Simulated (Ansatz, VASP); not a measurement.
Two plane-wave programs on Al4FeCo3

```
Al Fe Co
1.0
    -2.85419    2.85419    2.85419
     2.85419   -2.85419    2.85419
     2.85419    2.85419   -2.85419
Al Fe Co
4 1 3
Direct
  0.00000 0.50000 0.00000
  0.50000 0.50000 0.50000
  0.00000 0.00000 0.50000
  0.50000 0.00000 0.00000
  0.00000 0.00000 0.00000
  0.50000 0.00000 0.50000
  0.50000 0.50000 0.00000
  0.00000 0.50000 0.50000
```

Alike in both runs: functional PBE; k mesh 10 × 10 × 10; occupations gaussian, width 0.1 eV; no spin polarisation.

Ansatz relaxed the structure, and its values are those at the end. VASP's run is a single point on that final structure, the one shown.

|  | VASP | Ansatz |
| --- | --- | --- |
| version | VASP 6.6.1 | Ansatz 0.2.0 |
| potentials or method | VASP PAW PBE potentials, release 64 (Al, Fe, Co), cutoff 520 eV | scalar-relativistic, plane waves, PAW |
| valence electrons in the cell | 47 | 79 |

```csv
,VASP,Ansatz,Ansatz less VASP
gap on the k mesh at the Fermi level (eV),none,none,-
pressure (GPa),0.0,0.0,+0.01
```

A gap of «none» marks a metal or a gap that the smearing closes. The functional is the same, so the differences come from potentials, cutoffs and numerics. VASP's potentials hold 47 valence electrons a cell and Ansatz's 79, so a difference there can come from the potentials and not from the codes.
